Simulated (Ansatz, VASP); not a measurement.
# Two plane-wave programs on Ti2SiSe2

```
Ti Si Se
1.0
     4.80948    0.00000    0.00000
    -2.40474    4.16513    0.00000
     0.00000    0.00000    6.91845
Ti Si Se
2 1 2
Direct
  0.00000 0.00000 0.85437
  0.00000 0.00000 0.14563
  0.00000 0.00000 0.50000
  0.33333 0.66667 0.50000
  0.66667 0.33333 0.50000
```

Alike in both runs: functional PBE; k mesh 6 × 6 × 4; occupations gaussian, width 0.1 eV; collinear spin.

Ansatz relaxed the structure, and its values are those at the end. VASP's run is a single point on that final structure, the one shown.

|  | VASP | Ansatz |
| --- | --- | --- |
| version | VASP 6.6.1 | Ansatz 0.2.0 |
| potentials or method | VASP PAW PBE potentials, release 64 (Ti_sv, Si, Se), cutoff 520 eV | scalar-relativistic, plane waves, PAW |
| valence electrons in the cell | 40 | 60 |

```csv
,VASP,Ansatz,Ansatz less VASP
gap on the k mesh at the Fermi level (eV),none,none,-
pressure (GPa),0.3,0.0,-0.26
rms of the force components (eV/Å),0.147,0.000,-0.1470
net moment per atom (μB),0.00,0.00,0.000
```

A gap of «none» marks a metal or a gap that the smearing closes. One of these differences is far larger than is usual between the two programs; its cause wasn't traced. VASP's potentials hold 40 valence electrons a cell and Ansatz's 60, so a difference there can come from the potentials and not from the codes. Ansatz's warnings: seeded moment not kept.
